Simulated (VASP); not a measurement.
# Pt3Pb (Pm-3m) in VASP: notebook

The runs below take Pt3Pb through electric field gradients, with LDA.

All numbers are computed with VASP 6.6.1; they aren't measurements. Logs are shortened: lines on timing, memory, paths and dates and some standing lists are left out, and cuts for length are marked.

## 1. The cell of the first run

The structure is cubic, space group Pm-3m (No. 221). The conventional cell has a = 4.085 Å, b = 4.085 Å, c = 4.085 Å, α = 90.00°, β = 90.00°, γ = 90.00°. Pt (site symmetry 4/mmm) has 8 Pt at 2.89 Å and 4 Pb at 2.89 Å within 3.8 Å. Within 3.8 Å of Pb (site symmetry m-3m) lie 12 Pt at 2.89 Å.

## 2. Electric field gradients, LDA (volume scaled by 1.02)

INCAR reads:

```
SYSTEM = Pt3Pb
PREC = Accurate ; ENCUT = 520
EDIFF = 1E-8 ; ISMEAR = -1
SIGMA = 0.03 ; LREAL = .False.
LASPH = .True. ; NELM = 80
ALGO = Normal ; ISIF = 2
LWAVE = .False. ; LCHARG = .False.
LEFG = .True. ; NBANDS = 30
```

KPOINTS reads:

```
regular mesh
0
Gamma
  9 9 9
  0 0 0
```

POSCAR reads:

```
Pt3Pb
1.0
    4.0848749554      0.0000000000      0.0000000000
    0.0000000000      4.0848749554      0.0000000000
    0.0000000000      0.0000000000      4.0848749554
Pt Pb
3 1
Direct
    0.0000000000      0.5000000000      0.5000000000
    0.5000000000      0.0000000000      0.5000000000
    0.5000000000      0.5000000000      0.0000000000
    0.0000000000      0.0000000000      0.0000000000
```

Potentials or basis: VASP PAW LDA potentials, release 64 (Pt, Pb_d).

On the command line:

```
> cat potpaw_LDA.64/Pt/POTCAR potpaw_LDA.64/Pb_d/POTCAR > POTCAR
> mpirun -np 1 vasp_std > vasp.out
```

OUTCAR:

```text
SYSTEM = Pt3Pb
   PREC = Accurate
   ENCUT = 520
   EDIFF = 1E-8
   ISMEAR = -1
   LREAL = .False.
   LASPH = .True.
   NELM = 80
   ISIF = 2

 ion  position               nearest neighbor table
   1  0.000  0.500  0.500-   2 2.89   3 2.89   4 2.89   3 2.89   4 2.89   2 2.89   4 2.89   4 2.89
                             2 2.89   3 2.89   3 2.89   2 2.89
   2  0.500  0.000  0.500-   1 2.89   3 2.89   4 2.89   3 2.89   4 2.89   1 2.89   3 2.89   3 2.89
                             1 2.89   4 2.89   4 2.89   1 2.89
   3  0.500  0.500  0.000-   1 2.89   2 2.89   4 2.89   1 2.89   2 2.89   2 2.89   4 2.89   2 2.89
                             1 2.89   4 2.89   1 2.89   4 2.89
   4  0.000  0.000  0.000-   1 2.89   2 2.89   3 2.89   1 2.89   2 2.89   1 2.89   3 2.89   1 2.89
                             2 2.89   3 2.89   2 2.89   3 2.89

  LATTYP: Found a simple cubic cell.
 ALAT       =     4.0848749554

  Lattice vectors:

 A1 = (   4.0848749554,   0.0000000000,   0.0000000000)
 A2 = (   0.0000000000,   4.0848749554,   0.0000000000)
 A3 = (   0.0000000000,   0.0000000000,   4.0848749554)

Analysis of symmetry for initial positions (statically):
=====================================================================
 Subroutine PRICEL returns:
 Original cell was already a primitive cell.

 Routine SETGRP: Setting up the symmetry group for a
 simple cubic supercell.

 Subroutine GETGRP returns: Found 48 space group operations
 (whereof 48 operations were pure point group operations)
 out of a pool of 48 trial point group operations.

The static configuration has the point symmetry O_h .

Analysis of symmetry for dynamics (positions and initial velocities):
=====================================================================
 Subroutine PRICEL returns:
 Original cell was already a primitive cell.

 Routine SETGRP: Setting up the symmetry group for a
 simple cubic supercell.

 Subroutine GETGRP returns: Found 48 space group operations
 (whereof 48 operations were pure point group operations)
 out of a pool of 48 trial point group operations.

The dynamic configuration has the point symmetry O_h .

 Subroutine INISYM returns: Found 48 space group operations
 (whereof 48 operations are pure point group operations),
 and found     1 'primitive' translations

----------------------------------------------------------------------------------------

                                     Primitive cell

  volume of cell :      68.1611

  direct lattice vectors                    reciprocal lattice vectors
     4.084874955  0.000000000  0.000000000     0.244805535  0.000000000  0.000000000
     0.000000000  4.084874955  0.000000000     0.000000000  0.244805535  0.000000000
     0.000000000  0.000000000  4.084874955     0.000000000  0.000000000  0.244805535

  length of vectors
     4.084874955  4.084874955  4.084874955     0.244805535  0.244805535  0.244805535

  position of ions in fractional coordinates (direct lattice)
     0.000000000  0.500000000  0.500000000
     0.500000000  0.000000000  0.500000000
     0.500000000  0.500000000  0.000000000
     0.000000000  0.000000000  0.000000000

  ion indices of the primitive-cell ions
   primitive index   ion index
                 1           1
                 2           2
                 3           3
                 4           4

----------------------------------------------------------------------------------------

 KPOINTS: regular mesh

Automatic generation of k-mesh.
 Grid dimensions read from file:
 generate k-points for:    9    9    9

 Generating k-lattice:

  Cartesian coordinates                     Fractional coordinates (reciprocal lattice)
     0.027200615  0.000000000  0.000000000     0.111111111  0.000000000  0.000000000
     0.000000000  0.027200615  0.000000000     0.000000000  0.111111111  0.000000000
     0.000000000  0.000000000  0.027200615     0.000000000  0.000000000  0.111111111

  Length of vectors
[... 38 lines left out ...]
   number of dos      NEDOS =    301   number of ions     NIONS =      4
   total plane-waves  NPLWV =  27000
   dimension x,y,z NGX =    30 NGY =   30 NGZ =   30
   dimension x,y,z NGXF=    60 NGYF=   60 NGZF=   60
   ions per type =               3   1
   NGX,Y,Z   is equivalent  to a cutoff of  12.21, 12.21, 12.21 a.u.
   NGXF,Y,Z  is equivalent  to a cutoff of  24.42, 24.42, 24.42 a.u.
 SYSTEM =  Pt3Pb
   PREC   = accura    normal or accurate (medium, high low for compatibility)
   ISTART =      0    job   : 0-new  1-cont  2-samecut
   ICHARG =      2    charge: 1-file 2-atom 10-const
   ISPIN  =      1    spin polarized calculation?
   LNONCOLLINEAR =      F non collinear calculations
   LSORBIT =      F    spin-orbit coupling
   LASPH  =      T    aspherical Exc in radial PAW
   ENCUT  =  520.0 eV  38.22 Ry    6.18 a.u.   7.60  7.60  7.60*2*pi/ulx,y,z
   NELM   =     80;   NELMIN=  2; NELMDL= -5     # of ELM steps
   EDIFF  = 0.1E-07   stopping-criterion for ELM
   LREAL  =      F    real-space projection
   EDIFFG = 0.1E-06   stopping-criterion for IOM
   NSW    =      0    number of steps for IOM
   IBRION =     -1    ionic relax: 0-MD 1-quasi-New 2-CG
   NFREE  =      0    steps in history (QN), initial steepest desc. (CG)
   ISIF   =      2    stress and relaxation
   ISYM   =      2    0-nonsym 1-usesym 2-fastsym
   POTIM  = 0.5000    time-step for ionic-motion
   TEBEG  =    0.0;   TEEND  =   0.0 temperature during run
   PSTRESS=    0.0 pullay stress
   NELECT =      44.0000    total number of electrons
   NUPDOWN=      -1.0000    fix difference up-down
   EMIN   =  10.00;   EMAX   =-10.00  energy-range for DOS
   EFERMI =   0.00;   METHOD = LEGACY
   ISMEAR =    -1;   SIGMA  =   0.03  broadening in eV -4-tet -1-fermi 0-gaus
   EFERMI_NEDOS =   21; number of points for ismear=-14 and -15
   IALGO  =     38    algorithm
   IMIX   =      4    mixing-type and parameters
     AMIX     =   0.40;   BMIX     =  1.00
     AMIX_MAG =   1.60;   BMIX_MAG =  1.00
  volume/ion in A,a.u.               =      17.04       114.99
  Fermi-wavevector in a.u.,A,eV,Ry     =   1.414861  2.673699 27.236554  2.001830
  Thomas-Fermi vector in A             =   2.536359
   LORBIT       =      0    0 simple, 1 ext, 2 COOP (PROOUT), +10 PAW based schemes
   GGA     = CA    functional components
   LHFCALC =     F    Hartree Fock is set to
   AEXX    =    0.0000 exact exchange contribution
   IVDW    =     0    specifies the selected vdW correction
   LEPSILON=     F    determine dielectric tensor
   LRPA    =     F    only Hartree local field effects (RPA)
 non-spin polarized calculation
  energy-cutoff  :      520.00
  volume of cell :       68.16
 maximum number of plane-waves:      1853
   NGX = 15   NGY = 15   NGZ = 15

 number of electron      43.9999984 magnetization

 Free energy of the ion-electron system (eV)
  ---------------------------------------------------
  ext. energy  EPLUGINS =         0.00000000
  ---------------------------------------------------
  free energy    TOTEN  =       -27.09545931 eV

  energy without entropy =      -27.09284070  energy(sigma->0) =      -27.09415001

 E-fermi :  10.8455     XC(G=0): -13.1033

 val. band max:       10.7647109061   @ k =   0.1111   0.1111   0.0000
 cond. band min:      10.8672660624   @ k =   0.4444   0.4444   0.3333
 fundamental gap:      0.1025551563
 Fermi energy:        10.8455472108

 k-point     1 :       0.0000    0.0000    0.0000
  band No.  band energies     occupation
      1      -6.4245      2.00000
      2      -6.4245      2.00000
      3      -6.3738      2.00000
      4      -6.3738      2.00000
      5      -6.3738      2.00000
      6      -1.4088      2.00000
[... 781 lines left out ...]
     29      19.8766      0.00000
     30      20.4852      0.00000

 [... further k-points ...]
[... 5 lines left out ...]
  --------------------------------------------------------------------------------------
  -------------------------------------------------------------------------------------
  Total       -2.6139962     -2.6139962     -2.6139962     -0.0000000     -0.0000000      0.0000000
  in kB      -61.4439662    -61.4439662    -61.4439662     -0.0000000     -0.0000000      0.0000000
  external PRESSURE =     -61.4439662 kB  Pullay stress =       0.0000000 kB

 VOLUME and BASIS-vectors are now :
 -----------------------------------------------------------------------------
  energy-cutoff  :      520.00
  volume of cell :       68.16
      direct lattice vectors                 reciprocal lattice vectors
     4.084874955  0.000000000  0.000000000     0.244805535  0.000000000  0.000000000
     0.000000000  4.084874955  0.000000000     0.000000000  0.244805535  0.000000000
     0.000000000  0.000000000  4.084874955     0.000000000  0.000000000  0.244805535

 POSITION                                       TOTAL-FORCE (eV/Angst)
 -----------------------------------------------------------------------------------
      0.00000      2.04244      2.04244         0.000000      0.000000      0.000000
      2.04244      0.00000      2.04244         0.000000      0.000000      0.000000
      2.04244      2.04244      0.00000         0.000000      0.000000      0.000000
      0.00000      0.00000      0.00000         0.000000      0.000000      0.000000
 -----------------------------------------------------------------------------------
    total drift:                                0.000000      0.000000     -0.000000

  FREE ENERGIE OF THE ION-ELECTRON SYSTEM (eV)
  ---------------------------------------------------
  free  energy   TOTEN  =       -27.0954593111 eV

  energy  without entropy=      -27.0928407030  energy(sigma->0) =      -27.09415001

 Electric field gradients (V/A^2)
---------------------------------------------------------------------
 ion       V_xx      V_yy      V_zz      V_xy      V_xz      V_yz
---------------------------------------------------------------------
   1    -142.410    71.205    71.205     0.000    -0.000     0.000
   2      71.205  -142.410    71.205     0.000    -0.000     0.000
   3      71.205    71.205  -142.410     0.000    -0.000     0.000
   4       0.000    -0.000     0.000     0.000     0.000     0.000
---------------------------------------------------------------------

 Electric field gradients after diagonalization (V/A^2)
 (convention: |V_zz| > |V_xx| > |V_yy|)
----------------------------------------------------------------------
 ion       V_xx      V_yy      V_zz     asymmetry (V_yy - V_xx)/ V_zz
----------------------------------------------------------------------
   1      71.205    71.205  -142.410       0.000
   2      71.205    71.205  -142.410       0.000
   3      71.205    71.205  -142.410       0.000
   4      -0.000     0.000     0.000       0.269
----------------------------------------------------------------------

           NMR quadrupolar parameters

 Cq : quadrupolar parameter    Cq=e*Q*V_zz/h
 eta: asymmetry parameters     (V_yy - V_xx)/ V_zz
 Q  : nuclear electric quadrupole moment in mb (millibarn)
----------------------------------------------------------------------
 ion       Cq(MHz)       eta       Q (mb)
----------------------------------------------------------------------
   1      -0.344       0.000       1.000
   2      -0.344       0.000       1.000
   3      -0.344       0.000       1.000
   4       0.000       0.269       1.000
----------------------------------------------------------------------
```

Run time: 62 s. Hardware: 1 thread of Intel Xeon Platinum 8375C at 2.90GHz (Ice Lake), shared host; peak memory 0.19 GiB.

Results:

```
Free energy            : -27.0955 eV
Pressure               : -6.1 GPa
Band gap on the k mesh : zero (band 22 reaches 10.92 eV, above the bottom of band 23 at 10.57 eV)
```

Electric field gradients, principal values (V/Å²):
| atom | least | middle | greatest (by size) |
| --- | --- | --- | --- |
| 1 Pt | 71.205 | 71.205 | -142.410 |
| 2 Pt | 71.205 | 71.205 | -142.410 |
| 3 Pt | 71.205 | 71.205 | -142.410 |
| 4 Pb | 0.000 | 0.000 | 0.000 |

Caveat: without QUAD_EFG the Cq values of the log hold for a quadrupole moment of 1 mb, not for the nuclei; spin-orbit coupling is left out, which moves the levels of the heavy elements.

## 3. Electric field gradients, LDA (volume scaled by 1.06)

INCAR reads:

```
ALGO = Normal ; EDIFF = 1E-8
ENCUT = 520 ; ISIF = 2
ISMEAR = -1 ; LASPH = T
LCHARG = F ; LEFG = T
LREAL = F ; LWAVE = F
NBANDS = 30 ; NELM = 80
PREC = Accurate ; SIGMA = 0.03
```

KPOINTS reads:

```
k-points
0
Gamma
  9 9 9
```

POSCAR reads:

```
Pt3Pb
1.0
    4.1375888334      0.0000000000      0.0000000000
    0.0000000000      4.1375888334      0.0000000000
    0.0000000000      0.0000000000      4.1375888334
Pt Pb
3 1
Direct
    0.0000000000      0.5000000000      0.5000000000
    0.5000000000      0.0000000000      0.5000000000
    0.5000000000      0.5000000000      0.0000000000
    0.0000000000      0.0000000000      0.0000000000
```

Potentials or basis: VASP PAW LDA potentials, release 64 (Pt, Pb_d).

On the command line:

```
> cat potpaw_LDA.64/Pt/POTCAR potpaw_LDA.64/Pb_d/POTCAR > POTCAR
> mpirun -np 1 vasp_std > vasp.out
```

OUTCAR:

```text
EDIFF = 1E-8
   ENCUT = 520
   ISIF = 2
   ISMEAR = -1
   LASPH = T
   LREAL = F
   NELM = 80
   PREC = Accurate

 ion  position               nearest neighbor table
   1  0.000  0.500  0.500-   2 2.93   3 2.93   4 2.93   3 2.93   4 2.93   2 2.93   4 2.93   4 2.93
                             2 2.93   3 2.93   3 2.93   2 2.93
   2  0.500  0.000  0.500-   1 2.93   3 2.93   4 2.93   3 2.93   4 2.93   1 2.93   3 2.93   3 2.93
                             1 2.93   4 2.93   4 2.93   1 2.93
   3  0.500  0.500  0.000-   1 2.93   2 2.93   4 2.93   1 2.93   2 2.93   2 2.93   4 2.93   2 2.93
                             1 2.93   4 2.93   1 2.93   4 2.93
   4  0.000  0.000  0.000-   1 2.93   2 2.93   3 2.93   1 2.93   2 2.93   1 2.93   3 2.93   1 2.93
                             2 2.93   3 2.93   2 2.93   3 2.93

  LATTYP: Found a simple cubic cell.
 ALAT       =     4.1375888334

  Lattice vectors:

 A1 = (   4.1375888334,   0.0000000000,   0.0000000000)
 A2 = (   0.0000000000,   4.1375888334,   0.0000000000)
 A3 = (   0.0000000000,   0.0000000000,   4.1375888334)

Analysis of symmetry for initial positions (statically):
=====================================================================
 Subroutine PRICEL returns:
 Original cell was already a primitive cell.

 Routine SETGRP: Setting up the symmetry group for a
 simple cubic supercell.

 Subroutine GETGRP returns: Found 48 space group operations
 (whereof 48 operations were pure point group operations)
 out of a pool of 48 trial point group operations.

The static configuration has the point symmetry O_h .

Analysis of symmetry for dynamics (positions and initial velocities):
[... 959 lines left out ...]
     29      18.9577      0.00000
     30      19.5641      0.00000

 [... further k-points ...]
[... 5 lines left out ...]
  --------------------------------------------------------------------------------------
  -------------------------------------------------------------------------------------
  Total       -5.5334360     -5.5334360     -5.5334360     -0.0000000     -0.0000000     -0.0000000
  in kB     -125.1594015   -125.1594015   -125.1594015     -0.0000000     -0.0000000     -0.0000000
  external PRESSURE =    -125.1594015 kB  Pullay stress =       0.0000000 kB

 VOLUME and BASIS-vectors are now :
 -----------------------------------------------------------------------------
  energy-cutoff  :      520.00
  volume of cell :       70.83
      direct lattice vectors                 reciprocal lattice vectors
     4.137588833  0.000000000  0.000000000     0.241686654  0.000000000  0.000000000
     0.000000000  4.137588833  0.000000000     0.000000000  0.241686654  0.000000000
     0.000000000  0.000000000  4.137588833     0.000000000  0.000000000  0.241686654

 POSITION                                       TOTAL-FORCE (eV/Angst)
 -----------------------------------------------------------------------------------
      0.00000      2.06879      2.06879         0.000000      0.000000      0.000000
      2.06879      0.00000      2.06879         0.000000      0.000000      0.000000
      2.06879      2.06879      0.00000         0.000000      0.000000      0.000000
      0.00000      0.00000      0.00000         0.000000      0.000000      0.000000
 -----------------------------------------------------------------------------------
    total drift:                                0.000000     -0.000000     -0.000000

  FREE ENERGIE OF THE ION-ELECTRON SYSTEM (eV)
  ---------------------------------------------------
  free  energy   TOTEN  =       -26.9395310111 eV

  energy  without entropy=      -26.9367620269  energy(sigma->0) =      -26.93814652

 Electric field gradients (V/A^2)
---------------------------------------------------------------------
 ion       V_xx      V_yy      V_zz      V_xy      V_xz      V_yz
---------------------------------------------------------------------
   1    -132.851    66.426    66.426     0.000    -0.000    -0.000
   2      66.426  -132.851    66.426     0.000     0.000    -0.000
   3      66.426    66.426  -132.851    -0.000     0.000    -0.000
   4       0.000     0.000    -0.000     0.000    -0.000     0.000
---------------------------------------------------------------------

 Electric field gradients after diagonalization (V/A^2)
 (convention: |V_zz| > |V_xx| > |V_yy|)
----------------------------------------------------------------------
 ion       V_xx      V_yy      V_zz     asymmetry (V_yy - V_xx)/ V_zz
----------------------------------------------------------------------
   1      66.426    66.426  -132.851       0.000
   2      66.426    66.426  -132.851       0.000
   3      66.426    66.426  -132.851       0.000
   4      -0.000     0.000     0.000       1.077
----------------------------------------------------------------------

           NMR quadrupolar parameters

 Cq : quadrupolar parameter    Cq=e*Q*V_zz/h
 eta: asymmetry parameters     (V_yy - V_xx)/ V_zz
 Q  : nuclear electric quadrupole moment in mb (millibarn)
----------------------------------------------------------------------
 ion       Cq(MHz)       eta       Q (mb)
----------------------------------------------------------------------
   1      -0.321       0.000       1.000
   2      -0.321       0.000       1.000
   3      -0.321       0.000       1.000
   4       0.000       1.077       1.000
----------------------------------------------------------------------
```

It took 68 s on 1 thread of Intel Xeon Platinum 8375C at 2.90GHz (Ice Lake), shared host; peak memory 0.19 GiB.

Results:

```
Free energy            : -26.9395 eV
Pressure               : -12.5 GPa
Band gap on the k mesh : zero (band 22 reaches 10.22 eV, above the bottom of band 23 at 9.90 eV)
```

Electric field gradients, principal values (V/Å²):
```tsv
atom	least	middle	greatest (by size)
1 Pt	66.426	66.426	-132.851
2 Pt	66.426	66.426	-132.851
3 Pt	66.426	66.426	-132.851
4 Pb	0.000	0.000	0.000
```

Caveat: without QUAD_EFG the Cq values of the log hold for a quadrupole moment of 1 mb, not for the nuclei; spin-orbit coupling is left out, which moves the levels of the heavy elements.

(Continued in part 2 of 2.)
